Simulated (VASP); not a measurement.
Write the native input for VASP 6.6.1 that does the following.

```
Task                   : single point
Functional             : PBEsol
Potentials or basis    : VASP PAW PBE potentials, release 64 (Hf_pv, N)
Cutoff                 : 520 eV
k mesh                 : 18 × 18 × 10
Occupations            : gaussian, width 0.1 eV
Spin                   : no spin polarisation
Dipole correction      : no
Further INCAR settings : ALGO = Normal; EDIFF = 1e-06; NBANDS = 23
```

The structure of HfN lies in POSCAR:

```
HfN
1.0
    3.0651531582      0.0000000000      0.0000000000
   -1.5325765791      2.6545005015      0.0000000000
    0.0000000000      0.0000000000      5.4469052032
Hf N
2 2
Direct
    0.6666666667      0.3333333333      0.7500000000
    0.3333333333      0.6666666667      0.2500000000
    0.0000000000      0.0000000000      0.0000000000
    0.0000000000      0.0000000000      0.5000000000
```

This cell differs from its parent crystal: biaxial strain in the a-b plane: -2.0 %, then relaxed in part.

The input as run:

INCAR

```
SYSTEM = HfN
PREC = Accurate ; ENCUT = 520
EDIFF = 1E-6 ; ISMEAR = 0
SIGMA = 0.1 ; LREAL = .False.
LASPH = .True. ; NELM = 100
ALGO = Normal ; ISIF = 2
LWAVE = .False. ; LCHARG = .True.
GGA = PS ; LELF = .True.
LVHAR = .True. ; NBANDS = 23
```

KPOINTS

```
Automatic mesh
0
Gamma
  18 18 10
  0 0 0
```

Potentials or basis: VASP PAW PBE potentials, release 64 (Hf_pv, N).

The run is started by

```console
$ cat potpaw_PBE.64/Hf_pv/POTCAR potpaw_PBE.64/N/POTCAR > POTCAR
$ mpirun -np 1 vasp_std > vasp.out
```

It gave:

- Pressure: 6.7 GPa
- Band gap on the k mesh: zero (bands 15 and 16 overlap by 2.28 eV)

Caveat: the cell differs from its parent crystal (biaxial strain in the a-b plane: -2.0 %, then relaxed in part); the stress differs along the axes, from -2 to 11 GPa; the PAW data sets were made with another functional, which shifts forces and pressure a little; spin-orbit coupling is left out, which moves the levels of the heavy elements.

It took 68 s on 1 thread of Intel(R) Xeon(R) 6975P-C (Granite Rapids), on a shared host, peak memory 0.31 GiB.
